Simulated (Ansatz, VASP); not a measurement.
Two plane-wave programs on Ag3IO

File INCAR:

```
PREC = Accurate ; ENCUT = 600
EDIFF = 1E-6 ; ISMEAR = 0
SIGMA = 0.1 ; LREAL = False
LASPH = True ; NELM = 80
ALGO = Normal ; ISIF = 3
LWAVE = False ; LCHARG = False
GGA = PE ; IBRION = 2
NSW = 90 ; EDIFFG = -0.04
```

KPOINTS

```
regular mesh
0
Gamma
  4 4 4
```

The input POSCAR:

```
Ag3IO
1.0
    4.5598551800      0.0000000000      0.0000000000
    0.0000000000      4.5598551800      0.0000000000
    0.0000000000      0.0000000000      4.5598551800
Ag I O
3 1 1
Direct
    0.5000000000      0.0000000000      0.0000000000
    0.0000000000      0.5000000000      0.0000000000
    0.0000000000      0.0000000000      0.5000000000
    0.5000000000      0.5000000000      0.5000000000
    0.0000000000      0.0000000000      0.0000000000
```

Input for Ansatz:

```yaml
crystal:
  lattice:
    - [4.55985518, 0.0, 0.0]
    - [0.0, 4.55985518, 0.0]
    - [0.0, 0.0, 4.55985518]
  atoms:
    - { symbol: Ag, position: [0.5, 0.0, 0.0] }
    - { symbol: Ag, position: [0.0, 0.5, 0.0] }
    - { symbol: Ag, position: [0.0, 0.0, 0.5] }
    - { symbol: I, position: [0.5, 0.5, 0.5] }
    - { symbol: O, position: [0.0, 0.0, 0.0] }
basis:
  ecutwfc: 420
kpoints:
  mp_grid: { grid: [4, 4, 4] }
hamiltonian:
  xc: pbe
scf:
  occupations: { method: gaussian, width: 0.1 }
  lower_state_search: "off"
output:
  forces: true
  stress: true
  eigenvalues: true
relax:
  adjacent_minimum: "off"
  f_tol: 0.04
  max_steps: 70
  cell: { stress_tol: 0.4 }
```

Alike in both runs: task relaxation of cell and atoms; functional PBE; k mesh 4 × 4 × 4; occupations gaussian, width 0.1 eV; no spin polarisation.

|  | VASP | Ansatz |
| --- | --- | --- |
| version | VASP 6.6.1 | Ansatz 0.2.0 |
| potentials or method | VASP PAW PBE potentials, release 64 (Ag, I, O), cutoff 600 eV | scalar-relativistic, plane waves, PAW |
| valence electrons in the cell | 46 | 80 |

Ansatz gave:

```
gap on the k mesh at the Fermi level, each at its own relaxed structure (eV) : none
relaxed volume (Å³/atom)                                                     : 20.22
relaxed cell length with the largest relative difference (Å)                 : 4.659
```

**Question.** What did VASP give for the same quantities?

**Answer.** gap on the k mesh at the Fermi level, each at its own relaxed structure (eV): none; relaxed volume (Å³/atom): 20.18; relaxed cell length with the largest relative difference (Å): 4.655.

A gap of «none» marks a metal or a gap that the smearing closes. VASP's potentials hold 46 valence electrons a cell and Ansatz's 80, so a difference there can come from the potentials and not from the codes.

Neither program's run includes spin-orbit coupling.
